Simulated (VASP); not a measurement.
A run of VASP 6.6.1 is set up as follows.

File INCAR:

```
PREC     = Accurate       # precision mode
ENCUT    = 600            # plane-wave cutoff, eV
EDIFF    = 1E-7           # SCF threshold, eV
ISMEAR   = 0              # smearing method
SIGMA    = 0.1            # smearing width, eV
LREAL    = F              # projectors in reciprocal space
LASPH    = T              # aspherical terms in the spheres
NELM     = 100            # most SCF steps
ALGO     = Normal         # electronic algorithm
ISIF     = 3              # what is computed and relaxed
LWAVE    = F              # write WAVECAR
LCHARG   = F              # write CHGCAR
GGA      = PE             # functional
IBRION   = 2              # ionic algorithm
NSW      = 100            # ionic steps
EDIFFG   = -0.01          # ionic threshold
```

KPOINTS

```
Automatic mesh
0
Gamma
  8 8 8
```

File POSCAR:

```
WSe4
1.0
   -3.5218621097      3.5218621097      3.5218621097
    3.5218621097     -3.5218621097      3.5218621097
    3.5218621097      3.5218621097     -3.5218621097
W Se
1 4
Direct
    0.0000000000      0.0000000000      0.0000000000
    0.0000000000      0.6182296900      0.0000000000
    0.3817703100      0.3817703100      0.3817703100
    0.0000000000      0.0000000000      0.6182296900
    0.6182296900      0.0000000000      0.0000000000
```

Potentials or basis: VASP PAW PBE potentials, release 64 (W_sv, Se).

Launch:

```console
$ cat potpaw_PBE.64/W_sv/POTCAR potpaw_PBE.64/Se/POTCAR > POTCAR
$ mpirun -np 1 vasp_std > vasp.out
```

Problem. What does it give for the relaxed cell?

Solution. a = 6.107 Å, b = 6.107 Å, c = 6.107 Å, α = 109.47°, β = 109.47°, γ = 109.47°.

Problem. Predict the relaxed volume.

Solution. 35.06 Å³/atom.

Problem. What does it give for the space group after relaxing (to 0.1 Å)?

Solution. I-43m (No. 217).

Problem. Predict the band gap on the k mesh.

Solution. Zero (bands 19 and 20 overlap by 2.00 eV).

Forces in eV/Å, atoms in the order of the input:
```
W    0.000  0.000  0.000
Se  -0.003  0.003 -0.003
Se   0.003  0.003  0.003
Se  -0.003 -0.003  0.003
Se   0.003 -0.003 -0.003
```

Caveat: spin-orbit coupling is left out, which moves the levels of the heavy elements.
